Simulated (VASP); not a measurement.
# GaS2 (P-3m1) in VASP: relaxation of cell and atoms with PBE

Aim: the relaxation of cell and atoms of GaS2 with PBE.

Everything below comes from runs of VASP 6.6.1. Logs are shortened: lines on timing, memory, paths and dates and some standing lists are left out, and cuts for length are marked.

## 1. The cell of the first run

The structure is trigonal, space group P-3m1 (No. 164). The conventional cell has a = 3.351 Å, b = 3.351 Å, c = 7.209 Å, α = 90.00°, β = 90.00°, γ = 120.00°. Ga (site symmetry -3m) has 6 S at 2.45 Å within 3.2 Å. Within 3.2 Å of S (site symmetry 3m) lie 3 Ga at 2.45 Å.

The cell was generated, and may not be a known phase.

## 2. Relaxation of cell and atoms, PBE

Contents of INCAR:

```
SYSTEM = GaS2
PREC     = Accurate       ! precision mode
ENCUT    = 600            ! plane-wave cutoff, eV
EDIFF    = 1E-6           ! SCF threshold, eV
ISMEAR   = 0              ! smearing method
SIGMA    = 0.1            ! smearing width, eV
LREAL    = .FALSE.        ! projectors in reciprocal space
LASPH    = .TRUE.         ! aspherical terms in the spheres
NELM     = 60             ! most SCF steps
ALGO     = Normal         ! electronic algorithm
ISIF     = 3              ! what is computed and relaxed
LWAVE    = .FALSE.        ! write WAVECAR
LCHARG   = .FALSE.        ! write CHGCAR
GGA      = PE             ! functional
IBRION   = 2              ! ionic algorithm
NSW      = 100            ! ionic steps
EDIFFG   = -0.01          ! ionic threshold
```

Contents of KPOINTS:

```
regular mesh
0
G
  18 18 8
  0 0 0
```

Contents of POSCAR:

```
GaS2
1.0
    3.3509224464      0.0000000000      0.0000000000
   -1.6754612232      2.9019839647      0.0000000000
    0.0000000000      0.0000000000      7.2089415079
Ga S
1 2
Direct
    0.0000000000      0.0000000000      0.0000000000
    0.3333333333      0.6666666667      0.2083157486
    0.6666666667      0.3333333333      0.7916842514
```

Potentials or basis: VASP PAW PBE potentials, release 64 (Ga_d, S).

Run with:

```bash
$ cat potpaw_PBE.64/Ga_d/POTCAR potpaw_PBE.64/S/POTCAR > POTCAR
$ mpirun -np 1 vasp_std > vasp.out
```

OUTCAR:

```text
SYSTEM = GaS2
   PREC = Accurate
   ENCUT = 600
   EDIFF = 1E-6
   ISMEAR = 0
   LREAL = .FALSE.
   LASPH = .TRUE.
   NELM = 60
   ISIF = 3
   GGA = PE
   IBRION = 2
   NSW = 100
   EDIFFG = -0.01

 ion  position               nearest neighbor table
   1  0.000  0.000  0.000-   2 2.45   3 2.45   3 2.45   2 2.45   3 2.45   2 2.45
   2  0.333  0.667  0.208-   1 2.45   1 2.45   1 2.45
   3  0.667  0.333  0.792-   1 2.45   1 2.45   1 2.45

  LATTYP: Found a hexagonal cell.
 ALAT       =     3.3509224464
 C/A-ratio  =     2.1513304540

  Lattice vectors:

 A1 = (   3.3509224464,   0.0000000000,   0.0000000000)
 A2 = (  -1.6754612232,   2.9019839647,   0.0000000000)
 A3 = (   0.0000000000,   0.0000000000,   7.2089415079)

Analysis of symmetry for initial positions (statically):
=====================================================================
 Subroutine PRICEL returns:
 Original cell was already a primitive cell.

 Routine SETGRP: Setting up the symmetry group for a
 hexagonal supercell.

 Subroutine GETGRP returns: Found 12 space group operations
 (whereof 12 operations were pure point group operations)
 out of a pool of 24 trial point group operations.

The static configuration has the point symmetry D_3d.

Analysis of symmetry for dynamics (positions and initial velocities):
=====================================================================
 Subroutine PRICEL returns:
 Original cell was already a primitive cell.

 Routine SETGRP: Setting up the symmetry group for a
 hexagonal supercell.

 Subroutine GETGRP returns: Found 12 space group operations
 (whereof 12 operations were pure point group operations)
 out of a pool of 24 trial point group operations.

The dynamic configuration has the point symmetry D_3d.

 Subroutine INISYM returns: Found 12 space group operations
 (whereof 12 operations are pure point group operations),
 and found     1 'primitive' translations

----------------------------------------------------------------------------------------

                                     Primitive cell

  volume of cell :      70.1021

  direct lattice vectors                    reciprocal lattice vectors
     3.350922446  0.000000000  0.000000000     0.298425289  0.172295921  0.000000000
    -1.675461223  2.901983965  0.000000000     0.000000000  0.344591842  0.000000000
     0.000000000  0.000000000  7.208941508     0.000000000  0.000000000  0.138716620

  length of vectors
     3.350922446  3.350922446  7.208941508     0.344591842  0.344591842  0.138716620

  position of ions in fractional coordinates (direct lattice)
     0.000000000  0.000000000  0.000000000
     0.333333333  0.666666667  0.208315749
     0.666666667  0.333333333  0.791684251

  ion indices of the primitive-cell ions
   primitive index   ion index
                 1           1
                 2           2
                 3           3

----------------------------------------------------------------------------------------

 KPOINTS: regular mesh

Automatic generation of k-mesh.
 Grid dimensions read from file:
 generate k-points for:   18   18    8

 Generating k-lattice:

  Cartesian coordinates                     Fractional coordinates (reciprocal lattice)
     0.016579183  0.009571996  0.000000000     0.055555556  0.000000000  0.000000000
     0.000000000  0.019143991  0.000000000     0.000000000  0.055555556  0.000000000
     0.000000000  0.000000000  0.017339578     0.000000000  0.000000000  0.125000000

  Length of vectors
     0.019143991  0.019143991  0.017339578

  Shift w.r.t. Gamma in fractional coordinates (k-lattice)
     0.000000000  0.000000000  0.000000000

 Subroutine IBZKPT returns following result:
 ===========================================

 Found    266 irreducible k-points:

 Following reciprocal coordinates:
            Coordinates               Weight
  0.000000  0.000000  0.000000      1.000000
  0.055556  0.000000  0.000000      6.000000
  0.111111  0.000000  0.000000      6.000000
  0.166667 -0.000000  0.000000      6.000000
  0.222222  0.000000  0.000000      6.000000
  0.277778 -0.000000  0.000000      6.000000
[... 16 lines left out ...]
  0.333333  0.111111  0.000000     12.000000
  0.388889  0.111111  0.000000     12.000000
 [... further k-points ...]
   k-points           NKPTS =    266   k-points in BZ     NKDIM =    266   number of bands    NBANDS=     16
   number of dos      NEDOS =    301   number of ions     NIONS =      3
   total plane-waves  NPLWV =  47040
   dimension x,y,z NGX =    28 NGY =   28 NGZ =   60
   dimension x,y,z NGXF=    56 NGYF=   56 NGZF=  120
   ions per type =               1   2
   NGX,Y,Z   is equivalent  to a cutoff of  13.89, 13.89, 13.84 a.u.
   NGXF,Y,Z  is equivalent  to a cutoff of  27.78, 27.78, 27.67 a.u.
 SYSTEM =  GaS2
   PREC   = accura    normal or accurate (medium, high low for compatibility)
   ISTART =      0    job   : 0-new  1-cont  2-samecut
   ICHARG =      2    charge: 1-file 2-atom 10-const
   ISPIN  =      1    spin polarized calculation?
   LNONCOLLINEAR =      F non collinear calculations
   LSORBIT =      F    spin-orbit coupling
   LASPH  =      T    aspherical Exc in radial PAW
   ENCUT  =  600.0 eV  44.10 Ry    6.64 a.u.   6.69  6.69 14.40*2*pi/ulx,y,z
   NELM   =     60;   NELMIN=  2; NELMDL= -5     # of ELM steps
   EDIFF  = 0.1E-05   stopping-criterion for ELM
   LREAL  =      F    real-space projection
   EDIFFG = -.1E-01   stopping-criterion for IOM
   NSW    =    100    number of steps for IOM
   IBRION =      2    ionic relax: 0-MD 1-quasi-New 2-CG
   NFREE  =      1    steps in history (QN), initial steepest desc. (CG)
   ISIF   =      3    stress and relaxation
   ISYM   =      2    0-nonsym 1-usesym 2-fastsym
   POTIM  = 0.5000    time-step for ionic-motion
   TEBEG  =    0.0;   TEEND  =   0.0 temperature during run
   PSTRESS=    0.0 pullay stress
   NELECT =      25.0000    total number of electrons
   NUPDOWN=      -1.0000    fix difference up-down
   EMIN   =  10.00;   EMAX   =-10.00  energy-range for DOS
   EFERMI =   0.00;   METHOD = LEGACY
   ISMEAR =     0;   SIGMA  =   0.10  broadening in eV -4-tet -1-fermi 0-gaus
   EFERMI_NEDOS =   21; number of points for ismear=-14 and -15
   IALGO  =     38    algorithm
   IMIX   =      4    mixing-type and parameters
     AMIX     =   0.40;   BMIX     =  1.00
     AMIX_MAG =   1.60;   BMIX_MAG =  1.00
  volume/ion in A,a.u.               =      23.37       157.69
  Fermi-wavevector in a.u.,A,eV,Ry     =   1.160944  2.193866 18.337804  1.347791
  Thomas-Fermi vector in A             =   2.297521
   LORBIT       =      0    0 simple, 1 ext, 2 COOP (PROOUT), +10 PAW based schemes
   GGA     = PE    functional components
   LHFCALC =     F    Hartree Fock is set to
   AEXX    =    0.0000 exact exchange contribution
   IVDW    =     0    specifies the selected vdW correction
   LEPSILON=     F    determine dielectric tensor
   LRPA    =     F    only Hartree local field effects (RPA)
 conjugate gradient relaxation of ions
 non-spin polarized calculation
 Gauss-broadening in eV      SIGMA  =   0.10
  energy-cutoff  :      600.00
  volume of cell :       70.10
 maximum number of plane-waves:      2375
 NGX is ok and might be reduce to    28
   NGX = 13   NGY = 13   NGZ = 29

 number of electron      25.0000001 magnetization

 Free energy of the ion-electron system (eV)
  ---------------------------------------------------
  ext. energy  EPLUGINS =         0.00000000
  ---------------------------------------------------
  free energy    TOTEN  =       -11.59013939 eV

  energy without entropy =      -11.57683481  energy(sigma->0) =      -11.58348710

 E-fermi :   2.0803     XC(G=0):  -8.8191

 val. band max:        2.0798534660   @ k =   0.3333   0.0556   0.1250
 cond. band min:       2.0815855024   @ k =   0.1111   0.0000   0.1250
 fundamental gap:      0.0017320365
 Fermi energy:         2.0802933646

 k-point     1 :       0.0000    0.0000    0.0000
  band No.  band energies     occupation
      1     -11.9887      2.00000
      2     -11.9887      2.00000
      3     -11.9421      2.00000
      4     -11.8862      2.00000
      5     -11.8862      2.00000
      6     -11.7506      2.00000
[... 8 lines left out ...]
     15       7.9940      0.00000
     16       9.2691      0.00000

 k-point     2 :       0.0556    0.0000    0.0000
  band No.  band energies     occupation
      1     -12.0000      2.00000
      2     -11.9863      2.00000
      3     -11.9363      2.00000
      4     -11.8916      2.00000
      5     -11.8862      2.00000
      6     -11.7133      2.00000
[... 8 lines left out ...]
     15       8.2045      0.00000
     16       8.9149      0.00000

 k-point     3 :       0.1111    0.0000    0.0000
  band No.  band energies     occupation
      1     -12.0347      2.00000
      2     -11.9794      2.00000
      3     -11.9246      2.00000
      4     -11.9023      2.00000
      5     -11.8858      2.00000
      6     -11.5959      2.00000
[... 8 lines left out ...]
     15       8.2471      0.00000
     16       8.8749      0.00000

 k-point     4 :       0.1667   -0.0000    0.0000
  band No.  band energies     occupation
      1     -12.0872      2.00000
      2     -11.9700      2.00000
      3     -11.9201      2.00000
      4     -11.9050      2.00000
      5     -11.8841      2.00000
      6     -11.3964      2.00000
[... 8 lines left out ...]
     15       7.8837      0.00000
     16       9.3735      0.00000
[... 324 lines left out ...]
 k-point    22 :       0.2778    0.1111    0.0000
  band No.  band energies     occupation
      1     -12.2352      2.00000
      2     -11.9846      2.00000
      3     -11.9382      2.00000
      4     -11.8793      2.00000
      5     -11.8567      2.00000
      6     -10.2959      2.00000
[... 8 lines left out ...]
     15       8.4908      0.00000
     16       9.0191      0.00000

 k-point    23 :       0.3333    0.1111    0.0000
  band No.  band energies     occupation
      1     -12.2660      2.00000
      2     -11.9852      2.00000
      3     -11.9441      2.00000
      4     -11.8682      2.00000
      5     -11.8510      2.00000
      6      -9.9243      2.00000
[... 8 lines left out ...]
     15       8.5336      0.00000
     16       8.9246      0.00000

 k-point    24 :       0.3889    0.1111    0.0000
  band No.  band energies     occupation
      1     -12.2852      2.00000
      2     -11.9858      2.00000
      3     -11.9481      2.00000
      4     -11.8587      2.00000
      5     -11.8489      2.00000
      6      -9.6176      2.00000
[... 8 lines left out ...]
     15       8.5440      0.00000
     16       8.9304      0.00000

 [... further k-points ...]

------------------------ aborting loop because EDIFF is reached ----------------------------------------

  FORCE on cell =-STRESS in cart. coord.  units (eV):
  Direction    XX          YY          ZZ          XY          YZ          ZX
  --------------------------------------------------------------------------------------
  -------------------------------------------------------------------------------------
  Total       -0.0052001     -0.0052001      0.0041465      0.0000000      0.0000000      0.0000000
  in kB       -0.1188478     -0.1188478      0.0947685      0.0000000      0.0000000      0.0000000
  external PRESSURE =      -0.0476424 kB  Pullay stress =       0.0000000 kB

 VOLUME and BASIS-vectors are now :
 -----------------------------------------------------------------------------
  energy-cutoff  :      600.00
  volume of cell :       70.10
      direct lattice vectors                 reciprocal lattice vectors
     3.350922446  0.000000000  0.000000000     0.298425289  0.172295921  0.000000000
    -1.675461223  2.901983965  0.000000000     0.000000000  0.344591842  0.000000000
     0.000000000  0.000000000  7.208941508     0.000000000  0.000000000  0.138716620

 POSITION                                       TOTAL-FORCE (eV/Angst)
 -----------------------------------------------------------------------------------
      0.00000      0.00000      0.00000         0.000000      0.000000     -0.000000
     -0.00000      1.93466      1.50174        -0.000000     -0.000000      0.002370
      1.67546      0.96733      5.70721         0.000000      0.000000     -0.002370
 -----------------------------------------------------------------------------------
    total drift:                               -0.000000      0.000000      0.000000

  FREE ENERGIE OF THE ION-ELECTRON SYSTEM (eV)
  ---------------------------------------------------
  free  energy   TOTEN  =       -11.5901393931 eV

  energy  without entropy=      -11.5768348069  energy(sigma->0) =      -11.58348710

 reached required accuracy - stopping structural energy minimisation
```

It took 2.5 min on 1 thread of Intel Xeon 6975P-C (Granite Rapids), shared host; peak memory 0.48 GiB.

What came out:

```yaml
Free_energy: -11.5901 eV
Pressure_after_relaxing: 0.0 GPa
Band_gap_on_the_k_mesh: zero (an odd number of electrons rules out a gap without spin polarisation)
```

Forces on the atoms (eV/Å):
```
Ga   0.000  0.000  0.000
S    0.000  0.000  0.002
S    0.000  0.000 -0.002
```

Final structure:
```
Ga S
1.0
     3.35092    0.00000    0.00000
    -1.67546    2.90198    0.00000
     0.00000    0.00000    7.20894
Ga S
1 2
Direct
  0.00000 0.00000 0.00000
  0.33333 0.66667 0.20832
  0.66667 0.33333 0.79168
```

Levels at points of the mesh, in eV from the Fermi level:
| k point | band 11 | band 12 | band 13 | band 14 | band 15 | band 16 |
| --- | --- | --- | --- | --- | --- | --- |
| (0.00, 0.00, 0.00) | 0.41 | 0.58 | 0.58 | 3.78 | 5.91 | 7.19 |
| (0.50, 0.00, 0.00) | -1.51 | -0.73 | 0.01 | 2.35 | 5.79 | 6.47 |
| (0.00, 0.00, 0.50) | 0.41 | 0.58 | 0.58 | 4.67 | 5.91 | 7.17 |
| (0.50, 0.00, 0.50) | -1.50 | -0.68 | -0.01 | 2.22 | 5.72 | 6.13 |

Caveat: the relaxation stopped at its first step, so nothing moved; this functional lacks dispersion, which binds layers or chains, so the pressure and a relaxed spacing across them are unreliable.
